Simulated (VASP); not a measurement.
ScTa3F:

```xyz
5
Lattice="4.0902 0.0000 0.0000 -2.0451 3.5422 0.0000 0.0000 0.0000 5.0496" Properties=species:S:1:pos:R:3 pbc="T T T"
Sc    0.0000    2.3615    2.5248
Ta    0.0000    0.0000    3.8137
Ta    0.0000    0.0000    1.2359
Ta    2.0451    1.1807    2.5248
F     2.0451    1.1807    0.0000
```

The cell was generated, and may not be a known phase.

* Program: VASP 6.6.1
* Task: relaxation of cell and atoms
* Functional: PBE
* Potentials or basis: VASP PAW PBE potentials, release 64 (Sc_sv, Ta_pv, F)
* Cutoff: 600 eV
* k mesh: 6 × 6 × 4
* Occupations: gaussian, width 0.1 eV
* Spin: no spin polarisation

At the start: pressure 60.1 GPa; volume 14.63 Å³/atom.

Q: Where does the relaxation end?

A: Over 12 steps the energy falls by 1006.8 meV/atom and the volume is 20.72 Å³/atom (+41.6 %); space group P-6m2 (No. 187, to 0.1 Å) before and after.

The path:
| step | energy change (eV) | largest force (eV/Å) | pressure (GPa) | volume (Å³) |
| --- | --- | --- | --- | --- |
| 1 | 0.0000 | 0.6391 | 60.14 | 73.16 |
| 2 | -0.7571 | 2.9602 | -20.25 | 147.86 |
| 3 | -4.3619 | 2.7147 | -2.60 | 104.61 |
| 4 | -4.3723 | 2.6885 | -1.27 | 103.18 |
| 5 | -4.3730 | 2.6761 | -0.64 | 102.51 |
| 6 | -4.9688 | 0.8995 | 0.00 | 103.77 |
| 7 | -5.0091 | 0.3902 | 0.88 | 104.12 |
| 8 | -5.0098 | 0.2059 | 0.73 | 104.07 |
| 9 | -5.0237 | 0.1673 | -0.92 | 105.47 |
| 10 | -5.0238 | 0.1692 | -0.82 | 105.38 |
| 11 | -5.0321 | 0.0910 | -0.27 | 104.34 |
| 12 | -5.0339 | 0.0111 | 0.14 | 103.58 |

Final structure:
```
Sc Ta F
1.0
     4.77926    0.00000    0.00000
    -2.38963    4.13896    0.00000
     0.00000    0.00000    5.23641
Sc Ta F
1 3 1
Direct
  0.33333 0.66667 0.50000
  0.00000 0.00000 0.72895
  0.00000 0.00000 0.27104
  0.66667 0.33333 0.50000
  0.66667 0.33333 0.00000
```

Caveat: the volume moved by over 15 % at a fixed basis, so the end points are rough.
